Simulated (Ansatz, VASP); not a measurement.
**Two plane-wave programs on C**

```
CELL_PARAMETERS angstrom
0.00000 1.84835 1.66083
1.84835 0.00000 1.66083
1.84835 1.84835 0.00000
ATOMIC_POSITIONS crystal
C 0.50000 0.50000 0.50000
C 0.75000 0.75000 0.75000
```

Change from the starting cell: strain +e along x and -e along y +0.0000, strain +e along z and -e/2 along x and y -0.0700.

Alike in both runs: task single point; functional PBE; k mesh 12 × 12 × 12; occupations gaussian, width 0.05 eV; no spin polarisation.

|  | VASP | Ansatz |
| --- | --- | --- |
| version | VASP 6.6.1 | Ansatz 0.2.0 |
| potentials or method | VASP PAW PBE potentials, release 64 (C), cutoff 520 eV | scalar-relativistic, plane waves, PAW |
| valence electrons in the cell | 8 | 8 |

Ansatz gave:

```
gap on the k mesh at the Fermi level (eV)                     : 1.58
least direct gap on the mesh (eV)                             : 3.87
pressure (GPa)                                                : 1.8
traceless stress, the component that is largest in VASP (GPa) : 58.85
```

What did VASP give for the same quantities?

gap on the k mesh at the Fermi level (eV): 1.56; least direct gap on the mesh (eV): 3.86; pressure (GPa): 2.5; traceless stress, the component that is largest in VASP (GPa): 58.84.
